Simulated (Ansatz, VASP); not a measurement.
## Two plane-wave programs on GaAs

```
CELL_PARAMETERS angstrom
2.82685 2.82685 0.00000
-2.82685 2.82685 0.00000
0.00000 2.82685 2.82685
ATOMIC_POSITIONS crystal
Ga 0.00000 0.00000 0.00000
As 0.75000 0.25000 0.50000
```

Alike in both runs: task relaxation of cell and atoms; functional LDA; k mesh 12 × 12 × 12; occupations fermi-dirac, width 0.08 eV; no spin polarisation.

|  | VASP | Ansatz |
| --- | --- | --- |
| version | VASP 6.6.1 | Ansatz 0.2.0 |
| potentials or method | VASP PAW LDA potentials, release 64 (Ga_d, As) | PAW with Ansatz's default frozen-core files, scalar-relativistic |
| plane-wave cutoff (eV) | 600 | 420 |
| valence electrons in the cell | 18 | 28 |

|  | VASP | Ansatz | Ansatz less VASP |
| --- | --- | --- | --- |
| relaxed volume (Å³/atom) | 22.08 | 21.99 | -0.095 |
| relaxed cell length with the largest relative difference (Å) | 3.968 | 3.962 | -0.0057 |

LDA's correlation is that of Perdew and Zunger in VASP and of Perdew and Wang (1992) in Ansatz. VASP's potentials hold 18 valence electrons a cell and Ansatz's 28, so a difference there can come from the potentials and not from the codes.
